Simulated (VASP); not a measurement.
Input of a VASP 6.6.1 run:

The input INCAR:

```
  ALGO = Normal
  EDIFF = 1E-6
  ENCUT = 600
  GGA = PE
  GGA_COMPAT = False
  ISIF = 2
  ISMEAR = -1
  ISPIN = 2
  LASPH = True
  LCHARG = False
  LDAU = True
  LDAUJ = 0 0
  LDAUL = -1 2
  LDAUPRINT = 1
  LDAUTYPE = 2
  LDAUU = 0 3.6
  LMAXMIX = 4
  LORBIT = 11
  LREAL = False
  LWAVE = False
  MAGMOM = 0 0 0 0 0 0 4 4 4 4
  NBANDS = 49
  NELM = 200
  PREC = Accurate
  SIGMA = 0.003
```

File KPOINTS:

```
k-points
0
Gamma
  4 4 4
```

The input POSCAR:

```
Fe2O3
1.0
    2.5150004800      1.4520362000      4.5833300000
   -2.5150004800      1.4520362000      4.5833300000
    0.0000000000     -2.9040724100      4.5833300000
O Fe
6 4
Direct
    0.7500000000      0.1060000000      0.3940000000
    0.3940000000      0.7500000000      0.1060000000
    0.1060000000      0.3940000000      0.7500000000
    0.2500000000      0.8940000000      0.6060000000
    0.6060000000      0.2500000000      0.8940000000
    0.8940000000      0.6060000000      0.2500000000
    0.8527000000      0.8527000000      0.8527000000
    0.6473000000      0.6473000000      0.6473000000
    0.1473000000      0.1473000000      0.1473000000
    0.3527000000      0.3527000000      0.3527000000
```

Potentials or basis: VASP PAW PBE potentials, release 64 (O, Fe).

The run is started by

```console
$ cat potpaw_PBE.64/O/POTCAR potpaw_PBE.64/Fe/POTCAR > POTCAR
$ mpirun -np 1 vasp_std > vasp.out
```

**Question.** Estimate the site moments.

**Answer.** O +0.41; Fe +4.27 μB.

**Question.** What does it give for the net moment?

**Answer.** 20.00 μB per cell.

**Question.** Estimate the band gap on the k mesh.

**Answer.** 0.55 eV (least direct gap 0.57 eV).

**Question.** Estimate the pressure.

**Answer.** 18.6 GPa.

Stress tensor (GPa, compression positive):
```
19.73  0.00  0.00
 0.00 19.73  0.00
 0.00  0.00 16.34
```

Caveat: the cell stands under pressure; the run started ferromagnetic, and an antiferromagnetic order may lie lower in energy; forces of over 1 eV/Å act on the atoms, so gaps and moduli don't describe the material at rest. The state reached can hang on the start; a lower one may exist.
